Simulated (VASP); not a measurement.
# Ni (Im-3m) in VASP: notebook

Ni is run at these levels: BLYP; tasks: single point.

Everything below comes from runs of VASP 6.6.1. Logs are shortened: lines on timing, memory, paths and dates and some standing lists are left out, and cuts for length are marked.

## 1. The cell of the first run

The structure is cubic, space group Im-3m (No. 229). The conventional cell has a = 2.843 Å, b = 2.843 Å, c = 2.843 Å, α = 90.00°, β = 90.00°, γ = 90.00°. Within 3.3 Å of Ni (site symmetry m-3m) lie 14 Ni at 2.46 to 2.84 Å.

## 2. Single point, BLYP

The input, INCAR:

```
SYSTEM = Ni
AGGAC = 1.0 ; AGGAX = 1.0
ALDAC = 0.0 ; ALDAX = 1.0
ALGO = Normal ; EDIFF = 1E-7
ENCUT = 520 ; GGA = B5
ISIF = 2 ; ISMEAR = -1
LASPH = .True. ; LCHARG = .True.
LELF = .True. ; LREAL = .False.
LVHAR = .True. ; LWAVE = .False.
NBANDS = 11 ; NELM = 100
PREC = Accurate ; SIGMA = 0.1
```

The input, KPOINTS:

```
k-points
0
Gamma
  16 16 16
  0 0 0
```

The input, POSCAR:

```
Ni
1.0
   -1.4214703369      1.4214703369      1.4214703369
    1.4214703369     -1.4214703369      1.4214703369
    1.4214703369      1.4214703369     -1.4214703369
Ni
1
Direct
    0.0000000000      0.0000000000      0.0000000000
```

Potentials or basis: VASP PAW PBE potentials, release 64 (Ni).

Command:

```bash
cat potpaw_PBE.64/Ni/POTCAR > POTCAR
mpirun -np 1 vasp_std > vasp.out
```

OUTCAR:

```text
SYSTEM = Ni
   EDIFF = 1E-7
   ENCUT = 520
   GGA = B5
   ISIF = 2
   ISMEAR = -1
   LASPH = .True.
   LREAL = .False.
   NELM = 100
   PREC = Accurate

 ion  position               nearest neighbor table
   1  0.000  0.000  0.000-

  LATTYP: Found a body centered cubic cell.
 ALAT       =     2.8429406738

  Lattice vectors:

 A1 = (  -1.4214703369,   1.4214703369,   1.4214703369)
 A2 = (   1.4214703369,  -1.4214703369,   1.4214703369)
 A3 = (   1.4214703369,   1.4214703369,  -1.4214703369)

Analysis of symmetry for initial positions (statically):
=====================================================================
 Subroutine PRICEL returns:
 Original cell was already a primitive cell.

 Routine SETGRP: Setting up the symmetry group for a
 body centered cubic supercell.

 Subroutine GETGRP returns: Found 48 space group operations
 (whereof 48 operations were pure point group operations)
 out of a pool of 48 trial point group operations.

The static configuration has the point symmetry O_h .

Analysis of symmetry for dynamics (positions and initial velocities):
=====================================================================
 Subroutine PRICEL returns:
 Original cell was already a primitive cell.

 Routine SETGRP: Setting up the symmetry group for a
 body centered cubic supercell.

 Subroutine GETGRP returns: Found 48 space group operations
 (whereof 48 operations were pure point group operations)
 out of a pool of 48 trial point group operations.

The dynamic configuration has the point symmetry O_h .

 Subroutine INISYM returns: Found 48 space group operations
 (whereof 48 operations are pure point group operations),
 and found     1 'primitive' translations

----------------------------------------------------------------------------------------

                                     Primitive cell

  volume of cell :      11.4888

  direct lattice vectors                    reciprocal lattice vectors
    -1.421470337  1.421470337  1.421470337     0.000000000  0.351748459  0.351748459
     1.421470337 -1.421470337  1.421470337     0.351748459  0.000000000  0.351748459
     1.421470337  1.421470337 -1.421470337     0.351748459  0.351748459  0.000000000

  length of vectors
     2.462058845  2.462058845  2.462058845     0.497447441  0.497447441  0.497447441

  position of ions in fractional coordinates (direct lattice)
     0.000000000  0.000000000  0.000000000

  ion indices of the primitive-cell ions
   primitive index   ion index
                 1           1

----------------------------------------------------------------------------------------

 KPOINTS: k-points

Automatic generation of k-mesh.
 Grid dimensions read from file:
 generate k-points for:   16   16   16

 Generating k-lattice:

  Cartesian coordinates                     Fractional coordinates (reciprocal lattice)
     0.000000000  0.021984279  0.021984279     0.062500000  0.000000000  0.000000000
     0.021984279  0.000000000  0.021984279     0.000000000  0.062500000  0.000000000
     0.021984279  0.021984279  0.000000000     0.000000000  0.000000000  0.062500000

  Length of vectors
     0.031090465  0.031090465  0.031090465

  Shift w.r.t. Gamma in fractional coordinates (k-lattice)
     0.000000000  0.000000000  0.000000000

 Subroutine IBZKPT returns following result:
 ===========================================

 Found    145 irreducible k-points:

 Following reciprocal coordinates:
            Coordinates               Weight
  0.000000  0.000000  0.000000      1.000000
  0.062500  0.000000  0.000000     12.000000
  0.125000  0.000000  0.000000     12.000000
  0.187500  0.000000  0.000000     12.000000
  0.250000  0.000000  0.000000     12.000000
  0.312500  0.000000  0.000000     12.000000
[... 16 lines left out ...]
  0.187500  0.187500  0.000000     24.000000
  0.250000  0.187500  0.000000     48.000000
 [... further k-points ...]
   k-points           NKPTS =    145   k-points in BZ     NKDIM =    145   number of bands    NBANDS=     11
   number of dos      NEDOS =    301   number of ions     NIONS =      1
   total plane-waves  NPLWV =   5832
   dimension x,y,z NGX =    18 NGY =   18 NGZ =   18
   dimension x,y,z NGXF=    36 NGYF=   36 NGZF=   36
   ions per type =               1
   NGX,Y,Z   is equivalent  to a cutoff of  12.15, 12.15, 12.15 a.u.
   NGXF,Y,Z  is equivalent  to a cutoff of  24.31, 24.31, 24.31 a.u.
 SYSTEM =  Ni
   PREC   = accura    normal or accurate (medium, high low for compatibility)
   ISTART =      0    job   : 0-new  1-cont  2-samecut
   ICHARG =      2    charge: 1-file 2-atom 10-const
   ISPIN  =      1    spin polarized calculation?
   LNONCOLLINEAR =      F non collinear calculations
   LSORBIT =      F    spin-orbit coupling
   LASPH  =      T    aspherical Exc in radial PAW
   ENCUT  =  520.0 eV  38.22 Ry    6.18 a.u.   4.58  4.58  4.58*2*pi/ulx,y,z
   NELM   =    100;   NELMIN=  2; NELMDL= -5     # of ELM steps
   EDIFF  = 0.1E-06   stopping-criterion for ELM
   LREAL  =      F    real-space projection
   EDIFFG = 0.1E-05   stopping-criterion for IOM
   NSW    =      0    number of steps for IOM
   IBRION =     -1    ionic relax: 0-MD 1-quasi-New 2-CG
   NFREE  =      0    steps in history (QN), initial steepest desc. (CG)
   ISIF   =      2    stress and relaxation
   ISYM   =      2    0-nonsym 1-usesym 2-fastsym
   POTIM  = 0.5000    time-step for ionic-motion
   TEBEG  =    0.0;   TEEND  =   0.0 temperature during run
   PSTRESS=    0.0 pullay stress
   NELECT =      10.0000    total number of electrons
   NUPDOWN=      -1.0000    fix difference up-down
   EMIN   =  10.00;   EMAX   =-10.00  energy-range for DOS
   EFERMI =   0.00;   METHOD = LEGACY
   ISMEAR =    -1;   SIGMA  =   0.10  broadening in eV -4-tet -1-fermi 0-gaus
   EFERMI_NEDOS =   21; number of points for ismear=-14 and -15
   IALGO  =     38    algorithm
   IMIX   =      4    mixing-type and parameters
     AMIX     =   0.40;   BMIX     =  1.00
     AMIX_MAG =   1.60;   BMIX_MAG =  1.00
  volume/ion in A,a.u.               =      11.49        77.53
  Fermi-wavevector in a.u.,A,eV,Ry     =   1.563089  2.953810 33.242395  2.443247
  Thomas-Fermi vector in A             =   2.665912
   LORBIT       =      0    0 simple, 1 ext, 2 COOP (PROOUT), +10 PAW based schemes
   GGA     = B5    functional components
   LHFCALC =     F    Hartree Fock is set to
   AEXX    =    0.0000 exact exchange contribution
   IVDW    =     0    specifies the selected vdW correction
   LEPSILON=     F    determine dielectric tensor
   LRPA    =     F    only Hartree local field effects (RPA)
 non-spin polarized calculation
  energy-cutoff  :      520.00
  volume of cell :       11.49
 maximum number of plane-waves:       322
   NGX =  9   NGY =  9   NGZ =  9

 number of electron      10.0000000 magnetization

 number of electron       9.9999998 magnetization

 Free energy of the ion-electron system (eV)
  ---------------------------------------------------
  ext. energy  EPLUGINS =         0.00000000
  ---------------------------------------------------
  free energy    TOTEN  =        -4.53970792 eV

  energy without entropy =       -4.46669974  energy(sigma->0) =       -4.50320383

 E-fermi :   8.8961     XC(G=0): -12.3486

 val. band max:        8.8916821321   @ k =  -0.3750   0.4375   0.1875
 cond. band min:       8.8986300473   @ k =   0.4375   0.0000   0.0000
 fundamental gap:      0.0069479152
 Fermi energy:         8.8961155250

 k-point     1 :       0.0000    0.0000    0.0000
  band No.  band energies     occupation
      1       0.5853      2.00000
      2       7.1201      2.00000
      3       7.1201      2.00000
      4       7.1201      2.00000
      5       8.3390      1.99242
      6       8.3390      1.99242
      7      35.1742      0.00000
      8      35.1742      0.00000
      9      35.1742      0.00000
     10      39.6555      0.00000
     11      39.6750      0.00000

 k-point     2 :       0.0625    0.0000    0.0000
  band No.  band energies     occupation
      1       0.7410      2.00000
      2       7.0857      2.00000
      3       7.1180      2.00000
      4       7.1895      2.00000
      5       8.3046      1.99462
      6       8.3417      1.99221
      7      33.7772      0.00000
      8      34.8353      0.00000
      9      34.9176      0.00000
     10      37.8990      0.00000
     11      38.1193      0.00000

 k-point     3 :       0.1250    0.0000    0.0000
  band No.  band energies     occupation
      1       1.2000      2.00000
      2       6.9884      2.00000
      3       7.1021      2.00000
      4       7.3911      2.00000
      5       8.2254      1.99756
      6       8.3503      1.99151
      7      30.8139      0.00000
      8      33.6484      0.00000
      9      34.3517      0.00000
     10      35.7003      0.00000
     11      36.8820      0.00000

 k-point     4 :       0.1875    0.0000    0.0000
  band No.  band energies     occupation
      1       1.9331      2.00000
      2       6.8450      2.00000
      3       7.0579      2.00000
      4       7.7046      1.99999
      5       8.1593      1.99874
      6       8.3663      1.99005
      7      27.5265      0.00000
      8      32.0972      0.00000
      9      33.6718      0.00000
     10      33.7474      0.00000
     11      36.1803      0.00000
[... 239 lines left out ...]
 k-point    22 :       0.4375    0.1250    0.0000
  band No.  band energies     occupation
      1       5.1430      2.00000
      2       6.3007      2.00000
      3       7.7379      1.99998
      4       8.2709      1.99616
      5       8.7406      1.65126
      6      11.1864      0.00000
      7      15.3493      0.00000
      8      24.1182      0.00000
      9      27.8167      0.00000
     10      34.1529      0.00000
     11      38.8663      0.00000

 k-point    23 :       0.1875    0.1875    0.0000
  band No.  band energies     occupation
      1       4.1605      2.00000
      2       6.5868      2.00000
      3       6.6871      2.00000
      4       8.0822      1.99942
      5       8.4870      1.96712
      6       9.0098      0.48570
      7      23.2737      0.00000
      8      23.7017      0.00000
      9      29.5631      0.00000
     10      35.2509      0.00000
     11      38.1293      0.00000

 k-point    24 :       0.2500    0.1875    0.0000
  band No.  band energies     occupation
      1       4.9460      2.00000
      2       6.4422      2.00000
      3       6.7481      2.00000
      4       8.1434      1.99892
      5       8.5336      1.94810
      6       9.7833      0.00028
      7      20.5178      0.00000
      8      22.5860      0.00000
      9      28.6647      0.00000
     10      35.3186      0.00000
     11      38.6904      0.00000

 [... further k-points ...]
[... 5 lines left out ...]
  --------------------------------------------------------------------------------------
  -------------------------------------------------------------------------------------
  Total        0.0128632      0.0128632      0.0128632     -0.0000000      0.0000000     -0.0000000
  in kB        1.7938459      1.7938459      1.7938459     -0.0000000      0.0000000     -0.0000000
  external PRESSURE =       1.7938459 kB  Pullay stress =       0.0000000 kB

 VOLUME and BASIS-vectors are now :
 -----------------------------------------------------------------------------
  energy-cutoff  :      520.00
  volume of cell :       11.49
      direct lattice vectors                 reciprocal lattice vectors
    -1.421470337  1.421470337  1.421470337     0.000000000  0.351748459  0.351748459
     1.421470337 -1.421470337  1.421470337     0.351748459  0.000000000  0.351748459
     1.421470337  1.421470337 -1.421470337     0.351748459  0.351748459  0.000000000

 POSITION                                       TOTAL-FORCE (eV/Angst)
 -----------------------------------------------------------------------------------
      0.00000      0.00000      0.00000         0.000000      0.000000     -0.000000
 -----------------------------------------------------------------------------------
    total drift:                                0.000000      0.000000      0.000000

  FREE ENERGIE OF THE ION-ELECTRON SYSTEM (eV)
  ---------------------------------------------------
  free  energy   TOTEN  =        -4.5397079215 eV

  energy  without entropy=       -4.4666997381  energy(sigma->0) =       -4.50320383
```

Wall time 24 s (1 thread of Intel Xeon 8259CL, shared host); peak memory 0.13 GiB.

Results:

```yaml
Free_energy: -4.5397 eV
Pressure: 0.2 GPa
Band_gap_on_the_k_mesh: zero (band 5 reaches 9.25 eV, above the bottom of band 6 at 8.28 eV)
```

Levels at points of the mesh, in eV from the Fermi level:
```tsv
k point	band 1	band 2	band 3	band 4	band 5	band 6	band 7	band 8	band 9	band 10
(0.00, 0.00, 0.00)	-8.31	-1.78	-1.78	-1.78	-0.56	-0.56	26.28	26.28	26.28	30.76
(0.50, 0.00, 0.00)	-4.03	-2.64	-0.60	-0.42	0.35	0.62	6.35	18.89	19.26	23.42
(0.50, 0.50, 0.50)	-3.62	-3.62	0.14	0.14	0.14	9.61	9.61	9.61	15.63	15.63
```

Caveat: the PAW data sets were made with another functional, which shifts forces and pressure a little; the run has no spin polarisation, though such a crystal can be magnetic. Spin polarisation is off, so any magnetic state and its effect on volume and gap are missing.

(Part 1 of 2 ends here.)
